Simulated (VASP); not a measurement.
# Si6S in VASP: further runs

Runs on Si6S. Level: PBE. Tasks: single point.

Everything below comes from runs of VASP 6.6.1. Logs are shortened: lines on timing, memory, paths and dates and some standing lists are left out, and cuts for length are marked.

**1. The cell of the first run**

The cell holds a slab with vacuum, 7 atoms: a = 3.868 Å, b = 5.470 Å, c = 19.224 Å, α = 90.00°, β = 90.00°, γ = 90.00°.

**2. Single point, PBE, collinear spin**

INCAR reads:

```
SYSTEM = Si6S
PREC = Accurate
ENCUT = 520
EDIFF = 1E-6
ISMEAR = 0
SIGMA = 0.05
LREAL = .FALSE.
LASPH = .TRUE.
NELM = 150
ALGO = Normal
ISIF = 2
LWAVE = .FALSE.
LCHARG = .FALSE.
ISPIN = 2
MAGMOM = 0 0 0 0 0 0 2
LORBIT = 11
LDIPOL = .TRUE.
IDIPOL = 3
DIPOL = 0.5 0.5 0.326
GGA = PE
NBANDS = 28
```

KPOINTS reads:

```
Automatic mesh
0
G
  7 5 1
  0 0 0
```

POSCAR reads:

```
Si6S
1.0
    3.8675355695      0.0000000000      0.0000000000
    0.0000000000      5.4695212554      0.0000000000
    0.0000000000      0.0000000000     19.2238421361
Si S
6 1
Direct
    0.5000000000      0.0000000000      0.2080749505
    0.0000000000      0.2500000000      0.2080749505
    0.0000000000      0.5024402202      0.3062860998
    0.5000000000      0.7475597798      0.3062860998
    0.5000000000      0.0098635024      0.4017845174
    0.0000000000      0.2401364976      0.4017845174
    0.5000000000      0.5098635024      0.4483618675
```

Potentials or basis: VASP PAW PBE potentials, release 64 (Si, S).

Run with:

```
$ cat potpaw_PBE.64/Si/POTCAR potpaw_PBE.64/S/POTCAR > POTCAR
$ mpirun -np 1 vasp_std > vasp.out
```

OUTCAR:

```text
SYSTEM = Si6S
   PREC = Accurate
   ENCUT = 520
   EDIFF = 1E-6
   ISMEAR = 0
   LREAL = .FALSE.
   LASPH = .TRUE.
   NELM = 150
   ISIF = 2
   ISPIN = 2
   LORBIT = 11
   GGA = PE

 ion  position               nearest neighbor table
   1  0.500  0.000  0.208-   4 2.34   2 2.37   2 2.37
   2  0.000  0.250  0.208-   3 2.34   1 2.37   1 2.37
   3  0.000  0.502  0.306-   6 2.33   2 2.34   4 2.35   4 2.35
   4  0.500  0.748  0.306-   5 2.33   1 2.34   3 2.35   3 2.35
   5  0.500  0.010  0.402-   6 2.31   6 2.31   4 2.33   7 2.88   7 2.88
   6  0.000  0.240  0.402-   5 2.31   5 2.31   3 2.33   7 2.59   7 2.59
   7  0.500  0.510  0.448-   6 2.59   6 2.59   5 2.88   5 2.88

  LATTYP: Found a simple orthorhombic cell.
 ALAT       =     3.8675355695
 B/A-ratio  =     1.4142135624
 C/A-ratio  =     4.9705663440

  Lattice vectors:

 A1 = (   3.8675355695,   0.0000000000,   0.0000000000)
 A2 = (   0.0000000000,   5.4695212554,   0.0000000000)
 A3 = (   0.0000000000,   0.0000000000,  19.2238421361)

Analysis of symmetry for initial positions (statically):
=====================================================================
 Subroutine PRICEL returns:
 Original cell was already a primitive cell.

 Routine SETGRP: Setting up the symmetry group for a
 simple orthorhombic supercell.

 Subroutine GETGRP returns: Found  2 space group operations
 (whereof  2 operations were pure point group operations)
 out of a pool of  8 trial point group operations.

The static configuration has the point symmetry C_1h.

Analysis of symmetry for dynamics (positions and initial velocities):
=====================================================================
 Subroutine PRICEL returns:
 Original cell was already a primitive cell.

 Routine SETGRP: Setting up the symmetry group for a
 simple orthorhombic supercell.

 Subroutine GETGRP returns: Found  2 space group operations
 (whereof  2 operations were pure point group operations)
 out of a pool of  8 trial point group operations.

The dynamic configuration has the point symmetry C_1h.

Analysis of structural, dynamic, and magnetic symmetry:
=====================================================================
 Subroutine PRICEL returns:
 Original cell was already a primitive cell.

 Routine SETGRP: Setting up the symmetry group for a
 simple orthorhombic supercell.

 Subroutine GETGRP returns: Found  2 space group operations
 (whereof  2 operations were pure point group operations)
 out of a pool of  8 trial point group operations.

The overall configuration has the point symmetry C_1h.

 Subroutine INISYM returns: Found  2 space group operations
 (whereof  2 operations are pure point group operations),
 and found     1 'primitive' translations

----------------------------------------------------------------------------------------

                                     Primitive cell

  volume of cell :     406.6529

  direct lattice vectors                    reciprocal lattice vectors
     3.867535570  0.000000000  0.000000000     0.258562586  0.000000000  0.000000000
     0.000000000  5.469521255  0.000000000     0.000000000  0.182831358  0.000000000
     0.000000000  0.000000000 19.223842136     0.000000000  0.000000000  0.052018738

  length of vectors
     3.867535570  5.469521255 19.223842136     0.258562586  0.182831358  0.052018738

  position of ions in fractional coordinates (direct lattice)
     0.500000000  0.000000000  0.208074950
     0.000000000  0.250000000  0.208074950
     0.000000000  0.502440220  0.306286100
     0.500000000  0.747559780  0.306286100
     0.500000000  0.009863502  0.401784517
     0.000000000  0.240136498  0.401784517
     0.500000000  0.509863502  0.448361867

  ion indices of the primitive-cell ions
   primitive index   ion index
                 1           1
                 2           2
                 3           3
                 4           4
                 5           5
                 6           6
                 7           7

----------------------------------------------------------------------------------------

 KPOINTS: Automatic mesh

Automatic generation of k-mesh.
 Grid dimensions read from file:
 generate k-points for:    7    5    1

 Generating k-lattice:

  Cartesian coordinates                     Fractional coordinates (reciprocal lattice)
     0.036937512  0.000000000  0.000000000     0.142857143  0.000000000  0.000000000
     0.000000000  0.036566272  0.000000000     0.000000000  0.200000000  0.000000000
     0.000000000  0.000000000  0.052018738     0.000000000  0.000000000  1.000000000

  Length of vectors
     0.036937512  0.036566272  0.052018738

  Shift w.r.t. Gamma in fractional coordinates (k-lattice)
     0.000000000  0.000000000  0.000000000

 Subroutine IBZKPT returns following result:
 ===========================================

 Found     12 irreducible k-points:

 Following reciprocal coordinates:
            Coordinates               Weight
[... 70 lines left out ...]

 number of electron      29.9999998 magnetization       0.0726055

 dipolmoment           0.000000      0.000000      0.051307 electrons x Angstroem

 Free energy of the ion-electron system (eV)
  ---------------------------------------------------
  ext. energy  EPLUGINS =         0.00000000
  ---------------------------------------------------
  free energy    TOTEN  =       -32.76078555 eV

  energy without entropy =      -32.75896490  energy(sigma->0) =      -32.75987522

 E-fermi :  -1.3529     XC(G=0):  -4.0006

 val. band max:       -1.3546451568   @ k =   0.0000   0.0000   0.0000
 cond. band min:      -1.3421626767   @ k =   0.0000   0.2000   0.0000
 fundamental gap:      0.0124824801
 Fermi energy:        -1.3529293437

 spin component 1

 k-point     1 :       0.0000    0.0000    0.0000
  band No.  band energies     occupation
      1     -14.5769      1.00000
      2     -12.2250      1.00000
      3     -10.5187      1.00000
      4      -9.5660      1.00000
      5      -8.6633      1.00000
      6      -6.5616      1.00000
[... 19 lines left out ...]
     26       3.6541      0.00000
     27       3.7147      0.00000
[... 301 lines left out ...]
 k-point    12 :       0.4286    0.4000    0.0000
  band No.  band energies     occupation
      1     -13.7273      1.00000
      2     -10.8733      1.00000
      3     -10.5714      1.00000
      4      -9.3822      1.00000
      5      -8.6733      1.00000
      6      -8.0353      1.00000
[... 19 lines left out ...]
     26       4.5743      0.00000
     27       4.7485      0.00000
 Fermi energy:        -1.3529293437

 spin component 2

 k-point     1 :       0.0000    0.0000    0.0000
  band No.  band energies     occupation
      1     -14.5614      1.00000
      2     -12.2113      1.00000
      3     -10.5066      1.00000
      4      -9.5587      1.00000
      5      -8.6465      1.00000
      6      -6.5560      1.00000
[... 19 lines left out ...]
     26       3.6745      0.00000
     27       3.7172      0.00000
[... 301 lines left out ...]
 k-point    12 :       0.4286    0.4000    0.0000
  band No.  band energies     occupation
      1     -13.7012      1.00000
      2     -10.8747      1.00000
      3     -10.5568      1.00000
      4      -9.3727      1.00000
      5      -8.6715      1.00000
      6      -8.0303      1.00000
[... 19 lines left out ...]
     26       4.5632      0.00000
     27       4.7782      0.00000
 [bands above 27 left out]

------------------------ aborting loop because EDIFF is reached ----------------------------------------

 vacuum level on the upper side and lower side of the slab       (xc-potential included)         0.215        -0.212

  FORCE on cell =-STRESS in cart. coord.  units (eV):
  Direction    XX          YY          ZZ          XY          YZ          ZX
  --------------------------------------------------------------------------------------
  -------------------------------------------------------------------------------------
  Total       -1.1499943     -3.0479618      2.2614622      0.0000000      0.7940515      0.0000000
  in kB       -4.5308790    -12.0087080      8.9099669      0.0000000      3.1284949      0.0000000
  external PRESSURE =      -2.5432067 kB  Pullay stress =       0.0000000 kB

 VOLUME and BASIS-vectors are now :
 -----------------------------------------------------------------------------
  energy-cutoff  :      520.00
  volume of cell :      406.65
      direct lattice vectors                 reciprocal lattice vectors
     3.867535570  0.000000000  0.000000000     0.258562586  0.000000000  0.000000000
     0.000000000  5.469521255  0.000000000     0.000000000  0.182831358  0.000000000
     0.000000000  0.000000000 19.223842136     0.000000000  0.000000000  0.052018738

 POSITION                                       TOTAL-FORCE (eV/Angst)
 -----------------------------------------------------------------------------------
      1.93377      0.00000      4.00000         0.000000      1.005850     -0.056891
      0.00000      1.36738      4.00000         0.000000     -0.918065     -0.014284
      0.00000      2.74811      5.88800         0.000000      0.152424     -0.732220
      1.93377      4.08879      5.88800         0.000000     -0.490425     -0.375392
      1.93377      0.05395      7.72384         0.000000     -1.425170      0.411527
      0.00000      1.31343      7.72384         0.000000      1.116234      0.787880
      1.93377      2.78871      8.61924         0.000000      0.559151     -0.020619
 -----------------------------------------------------------------------------------
    total drift:                                0.000000      0.000092     -0.000022

  FREE ENERGIE OF THE ION-ELECTRON SYSTEM (eV)
  ---------------------------------------------------
  free  energy   TOTEN  =       -32.7607855479 eV

  energy  without entropy=      -32.7589648994  energy(sigma->0) =      -32.75987522

 vacuum level on the upper side and lower side of the slab         3.928         3.489

 total charge

# of ion       s       p       d       tot
------------------------------------------
    1        0.796   0.837   0.000   1.633
    2        0.793   0.839   0.000   1.632
    3        0.777   0.898   0.000   1.675
    4        0.778   0.895   0.000   1.673
    5        0.819   0.824   0.000   1.643
    6        0.769   0.823   0.000   1.592
    7        1.381   2.216   0.000   3.597
--------------------------------------------------
tot          6.114   7.330   0.000  13.444

 magnetization (x)

# of ion       s       p       d       tot
------------------------------------------
    1        0.016   0.105   0.000   0.121
    2       -0.017  -0.094   0.000  -0.112
    3       -0.001  -0.001   0.000  -0.002
    4       -0.000   0.005   0.000   0.005
    5        0.003   0.010   0.000   0.013
    6       -0.006  -0.007   0.000  -0.013
    7        0.001   0.016   0.000   0.018
--------------------------------------------------
tot         -0.004   0.034   0.000   0.030
```

Wall time 5.4 min (1 thread of Intel Xeon 6975P-C (Granite Rapids), shared host); peak memory 0.67 GiB.

What came out:

| Item | Value |
| --- | --- |
| Free energy | -32.7608 eV |
| Largest force | 1.483 eV/Å |
| Net moment | 0.07 μB per cell |
| Site moments | Si +0.12, -0.11, -0.00, +0.01, -0.01 (each value once); S +0.02 μB |
| Valence electrons inside the program's atomic spheres | Si 1.63, 1.68, 1.67, 1.64, 1.59 (each value once); S 3.60 |

Forces in eV/Å, atoms in the order of the input:
```
Si   0.000  1.006 -0.057
Si   0.000 -0.918 -0.014
Si   0.000  0.152 -0.732
Si   0.000 -0.490 -0.375
Si   0.000 -1.425  0.412
Si   0.000  1.116  0.788
S    0.000  0.559 -0.021
```

Levels at points of the mesh, in eV from the Fermi level:
Spin up:
```tsv
k point	band 11	band 12	band 13	band 14	band 15	band 16	band 17	band 18	band 19	band 20
(0.00, 0.00, 0.00)	-1.82	-1.23	-0.57	-0.45	-0.30	0.00	0.80	1.52	2.08	2.92
```
Spin down:
| k point | band 12 | band 13 | band 14 | band 15 | band 16 | band 17 | band 18 | band 19 |
| --- | --- | --- | --- | --- | --- | --- | --- | --- |
| (0.00, 0.00, 0.00) | -1.22 | -0.60 | -0.44 | -0.29 | -0.07 | 0.99 | 1.49 | 2.05 |

**3. Single point, PBE, collinear spin**

INCAR reads:

```
SYSTEM = Si6S
ALGO = Normal ; DIPOL = 0.5 0.5 0.333
EDIFF = 1E-6 ; ENCUT = 520
GGA = PE ; IDIPOL = 3
ISIF = 2 ; ISMEAR = 0
ISPIN = 2 ; LASPH = .True.
LCHARG = .False. ; LDIPOL = .True.
LORBIT = 11 ; LREAL = .False.
LWAVE = .False. ; MAGMOM = 0 0 0 0 0 0 2
NBANDS = 28 ; NELM = 150
PREC = Accurate ; SIGMA = 0.05
```

KPOINTS reads:

```
k-points
0
Gamma
  7 5 1
  0 0 0
```

Changes to POSCAR since step 2:

```diff
@@ -14,2 +14,2 @@
     0.0000000000      0.2401364976      0.4017845174
-    0.5000000000      0.5098635024      0.4483618675
+    1.0000000000      0.0098635024      0.4972707393
```

Potentials or basis: VASP PAW PBE potentials, release 64 (Si, S).

Run with:

```
$ cat potpaw_PBE.64/Si/POTCAR potpaw_PBE.64/S/POTCAR > POTCAR
$ mpirun -np 1 vasp_std > vasp.out
```

Wall time 8.2 min (1 thread of Intel Xeon 6975P-C (Granite Rapids), shared host); peak memory 0.67 GiB.

The run converged. Its results:

```
Free energy                                           : -32.4189 eV
Largest force                                         : 0.611 eV/Å
Net moment                                            : 0.59 μB per cell
Site moments                                          : Si +0.11, +0.04, +0.02, +0.01 (each value once); S +0.01 μB
Valence electrons inside the program's atomic spheres : Si 1.63, 1.67, 1.61, 1.64 (each value once); S 3.63
```

Forces in eV/Å, atoms in the order of the input:
```
Si   0.000  0.598  0.126
Si   0.000 -0.501 -0.046
Si   0.000  0.401 -0.154
Si   0.000 -0.201 -0.028
Si   0.000 -0.213  0.075
Si   0.000 -0.205  0.043
S    0.000  0.121 -0.015
```

Levels at points of the mesh, in eV from the Fermi level:
Spin up:
| k point | band 13 | band 14 | band 15 | band 16 | band 17 | band 18 |
| --- | --- | --- | --- | --- | --- | --- |
| (0.00, 0.00, 0.00) | -0.57 | -0.23 | -0.11 | 0.24 | 0.36 | 1.50 |
Spin down:
```csv
k point,band 11,band 12,band 13,band 14,band 15,band 16,band 17,band 18,band 19,band 20
"(0.00, 0.00, 0.00)",-2.00,-1.37,-0.50,-0.14,0.04,0.38,0.50,1.55,2.23,2.98
```

Caveat: a moment this small can come from the mesh or the smearing.

**4. Single point, PBE, collinear spin**

INCAR reads:

```
ALGO = Normal
DIPOL = 0.5 0.5 0.330
EDIFF = 1E-6
ENCUT = 520
GGA = PE
IDIPOL = 3
ISIF = 2
ISMEAR = 0
ISPIN = 2
LASPH = True
LCHARG = False
LDIPOL = True
LORBIT = 11
LREAL = False
LWAVE = False
MAGMOM = 0 0 0 0 0 0 2
NBANDS = 28
NELM = 150
PREC = Accurate
SIGMA = 0.05
```

KPOINTS reads:

```
k-points
0
Gamma
  7 5 1
```

Changes to POSCAR since step 3:

```diff
@@ -14,2 +14,2 @@
     0.0000000000      0.2401364976      0.4017845174
-    1.0000000000      0.0098635024      0.4972707393
+    1.0000000000      0.5098635024      0.4779509394
```

Run with:

```
$ cat potpaw_PBE.64/Si/POTCAR potpaw_PBE.64/S/POTCAR > POTCAR
$ mpirun -np 1 vasp_std > vasp.out
```

Wall time 14 min (1 thread of Oxide Virtual Turin-like, shared host); peak memory 0.65 GiB.

Results (log left out):

```
Free energy                                           : -33.1799 eV
Largest force                                         : 1.130 eV/Å
Net moment                                            : 0.55 μB per cell
Site moments                                          : Si -0.07, +0.14, -0.00, +0.01, +0.06 (each value once); S +0.08 μB
Valence electrons inside the program's atomic spheres : Si 1.63, 1.67, 1.69, 1.65 (each value once); S 3.66
```

Forces on the atoms (eV/Å):
```
Si   0.000  0.800  0.158
Si   0.000 -0.737 -0.143
Si   0.000  0.162 -0.686
Si   0.000 -0.115  0.137
Si   0.000 -1.052 -0.412
Si   0.000  0.563  0.960
S    0.000  0.379 -0.014
```

Levels at points of the mesh, in eV from the Fermi level:
Spin up:
```csv
k point,band 13,band 14,band 15,band 16,band 17,band 18
"(0.00, 0.00, 0.00)",-0.75,-0.43,0.14,0.45,1.08,1.42
```
Spin down:
| k point | band 12 | band 13 | band 14 | band 15 | band 16 | band 17 | band 18 | band 19 |
| --- | --- | --- | --- | --- | --- | --- | --- | --- |
| (0.00, 0.00, 0.00) | -1.19 | -0.39 | -0.38 | 0.29 | 0.35 | 1.13 | 1.68 | 2.41 |

Caveat: a moment this small can come from the mesh or the smearing.

**5. Single point, PBE, collinear spin**

INCAR reads:

```
SYSTEM = Si6S
PREC = Accurate
ENCUT = 520
EDIFF = 1E-6
ISMEAR = 0
SIGMA = 0.05
LREAL = .FALSE.
LASPH = .TRUE.
NELM = 150
ALGO = Normal
ISIF = 2
LWAVE = .FALSE.
LCHARG = .FALSE.
ISPIN = 2
MAGMOM = 0 0 0 0 0 0 2
LORBIT = 11
LDIPOL = .TRUE.
IDIPOL = 3
DIPOL = 0.5 0.5 0.328
GGA = PE
NBANDS = 28
```

KPOINTS reads:

```
Automatic mesh
0
G
  7 5 1
  0 0 0
```

Changes to POSCAR since step 4:

```diff
@@ -14,2 +14,2 @@
     0.0000000000      0.2401364976      0.4017845174
-    1.0000000000      0.5098635024      0.4779509394
+    1.0000000000      0.8431968357      0.4661982620
```

Run with:

```
$ cat potpaw_PBE.64/Si/POTCAR potpaw_PBE.64/S/POTCAR > POTCAR
$ mpirun -np 1 vasp_std > vasp.out
```

Wall time 15 min (1 thread of Oxide Virtual Turin-like, shared host); peak memory 0.65 GiB.

Results (log left out):

```
Free energy                                           : -32.4218 eV
Largest force                                         : 0.832 eV/Å
Net moment                                            : 0.30 μB per cell
Site moments                                          : Si +0.16, -0.02, +0.00, -0.03 (each value once); S -0.02 μB
Valence electrons inside the program's atomic spheres : Si 1.63, 1.68, 1.59, 1.64 (each value once); S 3.62
```

Forces on the atoms (eV/Å):
```
Si   0.000  0.655 -0.044
Si   0.000 -0.719  0.088
Si   0.000  0.366 -0.544
Si   0.000 -0.119 -0.463
Si   0.000 -0.636  0.536
Si   0.000  0.713  0.428
S    0.000 -0.260 -0.001
```

Levels at points of the mesh, in eV from the Fermi level:
Spin up:
```csv
k point,band 12,band 13,band 14,band 15,band 16,band 17,band 18,band 19
"(0.00, 0.00, 0.00)",-1.49,-0.83,-0.62,-0.38,0.09,0.58,1.39,1.74
```
Spin down:
```
           k point  band 12  band 13  band 14  band 15  band 16  band 17  band 18  band 19
(0.00, 0.00, 0.00)    -1.47    -0.57    -0.52    -0.40     0.04     0.58     1.49     1.90
```

Caveat: a moment this small can come from the mesh or the smearing.

**6. Summary**

```tsv
cell	gap on the mesh (eV)	moment (μB)	largest force (eV/Å)
as given, atomic positions A	none	0.07	1.48
as given, atomic positions B	none	0.59	0.61
as given, atomic positions C	none	0.55	1.13
as given, atomic positions D	none	0.30	0.83
```

Alike in all rows: task single point; level PBE; potentials or basis VASP PAW PBE potentials, release 64 (Si, S); spin collinear; k mesh 7 × 5 × 1; cutoff (eV) 520; smearing gaussian 0.05 eV.

Caveats: a moment this small can come from the mesh or the smearing (at least some runs).

Absolute energies hang on the potentials; compare differences alone.

The gap in the log of VASP goes by the Fermi energy; the results here count the filled bands.